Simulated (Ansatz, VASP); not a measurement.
**MoBr: VASP beside Ansatz**

```xyz
4
Lattice="0.0000 3.6268 3.6268 3.6268 0.0000 3.6268 3.6268 3.6268 0.0000" Properties=species:S:1:pos:R:3 pbc="T T T"
Mo    3.6268    3.6268    3.6268
Mo    5.4402    5.4402    5.4402
Br    0.0000    0.0000    0.0000
Br    1.8134    1.8134    1.8134
```

Alike in both runs: task relaxation of cell and atoms; functional PBE; k mesh 4 × 4 × 4; occupations gaussian, width 0.1 eV; collinear spin.

|  | VASP | Ansatz |
| --- | --- | --- |
| version | VASP 6.6.1 | Ansatz 0.2.0 |
| potentials or method | VASP PAW PBE potentials, release 64 (Mo_sv, Br), cutoff 600 eV | scalar-relativistic, plane waves, PAW |
| valence electrons in the cell | 42 | 42 |

Ansatz gave:

```
gap on the k mesh at the Fermi level, each at its own relaxed structure (eV) : none
net moment per atom (μB)                                                     : 0.17
size of the moment on the site where the two differ most (μB)                : 0.23
relaxed volume (Å³/atom)                                                     : 18.40
relaxed cell length with the largest relative difference (Å)                 : 4.704
```

Q: Which values does VASP return?

A: gap on the k mesh at the Fermi level, each at its own relaxed structure (eV): none; net moment per atom (μB): 0.17; size of the moment on the site where the two differ most (μB): 0.24; relaxed volume (Å³/atom): 18.43; relaxed cell length with the largest relative difference (Å): 4.707.

Site moments also hang on the region over which each program counts them. A gap of «none» marks a metal or a gap that the smearing closes.

The k mesh is coarse, so the values compare programs but aren't converged. Noted on VASP's run: the volume moved by over 15 % at a fixed basis, so the end points are rough.
